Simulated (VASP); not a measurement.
Input of a VASP 6.6.1 run:

Contents of INCAR:

```
  PREC = Accurate
  ENCUT = 520
  EDIFF = 1E-7
  ISMEAR = -1
  SIGMA = 0.03
  LREAL = False
  LASPH = True
  NELM = 100
  ALGO = Normal
  ISIF = 2
  LWAVE = False
  LCHARG = False
  GGA = PS
  NBANDS = 20
```

Contents of KPOINTS:

```
regular mesh
0
Gamma
  14 14 11
```

POSCAR

```
Ga
1.0
    1.3830000000     -4.0265000000      0.0000000000
    1.3830000000      4.0265000000      0.0000000000
   -0.1174500000      0.0000000000      3.3632293000
Ga
2
Direct
    0.8690000000      0.1310000000      0.2500000000
    0.1310000000      0.8690000000      0.7500000000
```

Potentials or basis: VASP PAW PBE potentials, release 64 (Ga_d).

Run with:

```sh
$ cat potpaw_PBE.64/Ga_d/POTCAR > POTCAR
$ mpirun -np 1 vasp_std > vasp.out
```

Question: Predict the largest force.

Answer: 0.167 eV/Å.

Question: Predict the pressure.

Answer: -2.3 GPa.

Question: Predict the band gap on the k mesh.

Answer: Zero (bands 13 and 14 overlap by 7.82 eV).

Forces in eV/Å, atoms in the order of the input:
```
Ga   0.000  0.167  0.000
Ga   0.000 -0.167  0.000
```

Caveat: the cell differs from its parent crystal (zz strain of +1 %); the PAW data sets were made with another functional, which shifts forces and pressure a little.
